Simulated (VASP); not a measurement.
A run of VASP 6.6.1 is set up as follows.

INCAR

```
PREC = Accurate
ENCUT = 520
EDIFF = 1E-6
ISMEAR = 0
SIGMA = 0.15
LREAL = False
LASPH = True
NELM = 100
ALGO = Normal
ISIF = 2
LWAVE = False
LCHARG = True
GGA = PE
LELF = True
LVHAR = True
NBANDS = 14
```

KPOINTS

```
Automatic mesh
0
Gamma
  18 18 16
```

Contents of POSCAR:

```
AlNi
1.0
    1.9483874700     -1.9531901500      0.0000000000
    1.9483874700      1.9531901500      0.0000000000
    0.0000000000      0.0000000000      3.0994300413
Al Ni
1 1
Direct
    0.0000000000      0.0000000000      0.0000000000
    0.5000000000      0.5000000000      0.5000000000
```

Potentials or basis: VASP PAW PBE potentials, release 64 (Al, Ni).

Command:

```console
$ cat potpaw_PBE.64/Al/POTCAR potpaw_PBE.64/Ni/POTCAR > POTCAR
$ mpirun -np 1 vasp_std > vasp.out
```

Q: What does it give for the pressure?

A: 5.0 GPa.

Stress tensor (GPa, compression positive):
```
7.38 0.00 0.00
0.00 6.84 0.00
0.00 0.00 0.84
```

Caveat: the cell differs from its parent crystal (strain +0.0050 x Voigt [1, 0, 0, 0, 0, 0]). Spin polarisation is off, so any magnetic state and its effect on volume and gap are missing.
